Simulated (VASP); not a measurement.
A run of VASP 6.6.1 is set up as follows.

File INCAR:

```
PREC = Accurate
ENCUT = 600
EDIFF = 1E-6
ISMEAR = 0
SIGMA = 0.1
LREAL = F
LASPH = T
NELM = 100
ALGO = Normal
ISIF = 3
LWAVE = F
LCHARG = F
GGA = PE
IBRION = 2
NSW = 90
EDIFFG = -0.04
```

KPOINTS

```
Automatic mesh
0
Gamma
  6 6 4
```

POSCAR

```
Ta2Ga
1.0
    3.7101673606      0.0000000000      0.0000000000
   -1.8550836803      3.2130991865      0.0000000000
    0.0000000000      0.0000000000      4.0059946584
Ta Ga
2 1
Direct
    0.3333333333      0.6666666667      0.5000000000
    0.6666666667      0.3333333333      0.5000000000
    0.0000000000      0.0000000000      0.0000000000
```

Potentials or basis: VASP PAW PBE potentials, release 64 (Ta_pv, Ga_d).

The run is started by

```console
$ cat potpaw_PBE.64/Ta_pv/POTCAR potpaw_PBE.64/Ga_d/POTCAR > POTCAR
$ mpirun -np 1 vasp_std > vasp.out
```

Q: Estimate the relaxed volume.

A: 17.72 Å³/atom.

Q: Estimate the space group after relaxing (to 0.05 Å).

A: P6/mmm (No. 191).

Final structure:
```yaml
crystal:
  lattice:
    - [4.67070, 0.00000, 0.00000]
    - [-2.33535, 4.04494, 0.00000]
    - [0.00000, 0.00000, 2.81401]
  atoms:
    - { symbol: Ta, position: [0.33333, 0.66667, 0.50000] }
    - { symbol: Ta, position: [0.66667, 0.33333, 0.50000] }
    - { symbol: Ga, position: [0.00000, 0.00000, 0.00000] }
```

Caveat: the k points lie up to 0.56 Å⁻¹ apart in the final cell.
